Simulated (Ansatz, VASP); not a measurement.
One calculation of CdSe, two programs

File INCAR:

```
SYSTEM = CdSe
ALGO     = Normal         ! electronic algorithm
EDIFF    = 1E-6           ! SCF threshold, eV
ENCUT    = 520            ! plane-wave cutoff, eV
GGA      = PE             ! functional
ISIF     = 2              ! what is computed and relaxed
ISMEAR   = 0              ! smearing method
LASPH    = .True.         ! aspherical terms in the spheres
LCHARG   = .False.        ! write CHGCAR
LREAL    = .False.        ! projectors in reciprocal space
LWAVE    = .False.        ! write WAVECAR
NBANDS   = 16             ! bands
NELM     = 100            ! most SCF steps
PREC     = Accurate       ! precision mode
SIGMA    = 0.05           ! smearing width, eV
```

File KPOINTS:

```
k-points
0
Gamma
  10 10 10
  0 0 0
```

Contents of POSCAR:

```
CdSe
1.0
    0.0000000000      3.1525552459      3.1525552459
    3.1525552459      0.0000000000      3.1525552459
    3.1525552459      3.1525552459      0.0000000000
Cd Se
1 1
Direct
    0.0000000000      0.0000000000      0.0000000000
    0.7500000000      0.7500000000      0.7500000000
```

Input for Ansatz:

```yaml
crystal:
  lattice:
    - [0.0, 3.1525552459, 3.1525552459]
    - [3.1525552459, 0.0, 3.1525552459]
    - [3.1525552459, 3.1525552459, 0.0]
  atoms:
    - { symbol: Cd, position: [0.0, 0.0, 0.0] }
    - { symbol: Se, position: [0.75, 0.75, 0.75] }
basis:
  ecutwfc: 420
kpoints:
  mp_grid: { grid: [10, 10, 10] }
hamiltonian:
  xc: pbe
scf:
  occupations: { method: gaussian, width: 0.05 }
output:
  forces: true
  stress: true
  eigenvalues: true
```

Alike in both runs: task single point; functional PBE; k mesh 10 × 10 × 10; occupations gaussian, width 0.05 eV; no spin polarisation.

|  | VASP | Ansatz |
| --- | --- | --- |
| version | VASP 6.6.1 | Ansatz 0.2.0 |
| potentials or method | VASP PAW PBE potentials, release 64 (Cd, Se), cutoff 520 eV | scalar-relativistic, plane waves, PAW |
| valence electrons in the cell | 18 | 36 |

|  | VASP | Ansatz | Ansatz less VASP |
| --- | --- | --- | --- |
| gap on the k mesh at the Fermi level (eV) | 0.38 | 0.39 | +0.002 |
| least direct gap on the mesh (eV) | 0.38 | 0.39 | +0.002 |
| pressure (GPa) | -1.9 | -2.1 | -0.20 |

The functional is the same, so the differences come from potentials, cutoffs and numerics. VASP's potentials hold 18 valence electrons a cell and Ansatz's 36, so a difference there can come from the potentials and not from the codes.
